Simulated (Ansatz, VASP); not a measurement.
Cu: VASP beside Ansatz

Contents of INCAR:

```
  PREC = Accurate
  ENCUT = 520
  EDIFF = 1E-7
  ISMEAR = 0
  SIGMA = 0.15
  LREAL = False
  LASPH = True
  NELM = 80
  ALGO = Normal
  ISIF = 2
  LWAVE = False
  LCHARG = False
  GGA = PS
  NBANDS = 12
```

KPOINTS

```
Automatic mesh
0
Gamma
  24 24 24
```

The input POSCAR:

```
Cu
1.0
    0.0000000000      1.8719803246      1.8719803246
    1.8719803246      0.0000000000      1.8719803246
    1.8719803246      1.8719803246      0.0000000000
Cu
1
Direct
    0.0000000000      0.0000000000      0.0000000000
```

Input for Ansatz:

```yaml
crystal:
  lattice:
    - [0.0, 1.8719803246, 1.8719803246]
    - [1.8719803246, 0.0, 1.8719803246]
    - [1.8719803246, 1.8719803246, 0.0]
  atoms:
    - { symbol: Cu, position: [0.0, 0.0, 0.0] }
basis:
  ecutwfc: 520.0
kpoints:
  mp_grid: { grid: [24, 24, 24] }
hamiltonian:
  xc: pbesol
  pseudopotentials: { kind: paw, azcp: { folder: soft_1 } }
scf:
  occupations: { method: gaussian, width: 0.15 }
output:
  forces: true
  stress: true
  eigenvalues: true
```

Alike in both runs: task single point; functional PBEsol; k mesh 24 × 24 × 24; occupations gaussian, width 0.15 eV; no spin polarisation.

```csv
,VASP,Ansatz
version,VASP 6.6.1,Ansatz 0.2.0
potentials or method,"VASP PAW PBE potentials, release 64 (Cu), cutoff 520 eV","scalar-relativistic, plane waves, PAW"
valence electrons in the cell,11,19
```

Ansatz gave:

```
gap on the k mesh at the Fermi level (eV) : none
pressure (GPa)                            : -17.2
```

Problem. Which values does VASP return?

Solution. gap on the k mesh at the Fermi level (eV): none; pressure (GPa): -16.5.

VASP's potentials were made for PBE, not for PBEsol, and Ansatz warns of the same on its side. A gap of «none» marks a metal or a gap that the smearing closes. VASP's potentials hold 11 valence electrons a cell and Ansatz's 19, so a difference there can come from the potentials and not from the codes.
